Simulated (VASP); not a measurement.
Wanted: the native input for a VASP 6.6.1 run.

| Quantity | Value |
| --- | --- |
| Task | single point |
| Functional | LDA |
| Potentials or basis | VASP PAW LDA potentials, release 64 (Sn_d, Se) |
| Cutoff | 520 eV |
| k mesh | 6 × 6 × 6 |
| Occupations | fermi-dirac, width 0.05 eV |
| Spin | no spin polarisation |
| Dipole correction | no |
| Further INCAR settings | ALGO = Normal; EDIFF = 1e-06; NBANDS = 32 |

The structure of Sn3Se lies in POSCAR:

```
Sn3Se
1.0
    4.7100533498      0.0000000000      0.0000000000
    0.0000000000      4.7100533498      0.0000000000
    0.0000000000      0.0000000000      4.7100533498
Sn Se
3 1
Direct
    0.5000000000      0.5000000000      0.0000000000
    0.5000000000      0.0000000000      0.5000000000
    0.0000000000      0.5000000000      0.5000000000
    0.0000000000      0.0000000000      0.0000000000
```

The input as run:

INCAR

```
SYSTEM = Sn3Se
ALGO = Normal ; EDIFF = 1E-6
ENCUT = 520 ; ISIF = 2
ISMEAR = -1 ; LASPH = .True.
LCHARG = .False. ; LREAL = .False.
LWAVE = .False. ; NBANDS = 32
NELM = 100 ; PREC = Accurate
SIGMA = 0.05
```

KPOINTS

```
k-points
0
Gamma
  6 6 6
  0 0 0
```

Potentials or basis: VASP PAW LDA potentials, release 64 (Sn_d, Se).

Launch:

```bash
$ cat potpaw_LDA.64/Sn_d/POTCAR potpaw_LDA.64/Se/POTCAR > POTCAR
$ mpirun -np 1 vasp_std > vasp.out
```

Results of the run:

```
Pressure               : -3.0 GPa
Band gap on the k mesh : zero (band 24 reaches 9.27 eV, above the bottom of band 25 at 6.94 eV)
```

Caveat: spin-orbit coupling is left out, which moves the levels of the heavy elements.

Wall time 90 s on 1 thread of AMD EPYC 7R13, on a shared host, peak memory 0.17 GiB.
